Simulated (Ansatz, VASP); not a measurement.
## One calculation of Hg, two programs

```
Hg
1.0
     2.26337   -2.07278    0.00000
     2.26337    2.07278    0.00000
    -0.35332    0.00000    3.07980
Hg
1
Direct
  0.50000 0.50000 0.50000
```

Change from the starting cell: functional lda, volume scaled by 1.04.

Alike in both runs: task single point; functional LDA; k mesh 11 × 11 × 11; occupations fermi-dirac, width 0.05 eV; no spin polarisation.

|  | VASP | Ansatz |
| --- | --- | --- |
| version | VASP 6.6.1 | Ansatz 0.2.0 |
| potentials or method | VASP PAW LDA potentials, release 64 (Hg), cutoff 520 eV | all-electron LAPW, scalar-relativistic |

|  | VASP | Ansatz | Ansatz less VASP |
| --- | --- | --- | --- |
| pressure (GPa) | -4.7 | -4.9 | -0.22 |
| traceless stress, the component that is largest in VASP (GPa) | 0.22 | 0.23 | +0.015 |

LDA's correlation is that of Perdew and Zunger in VASP and of Perdew and Wang (1992) in Ansatz. Ansatz ran all-electron here, and VASP with PAW potentials.

Spin-orbit coupling is off throughout.
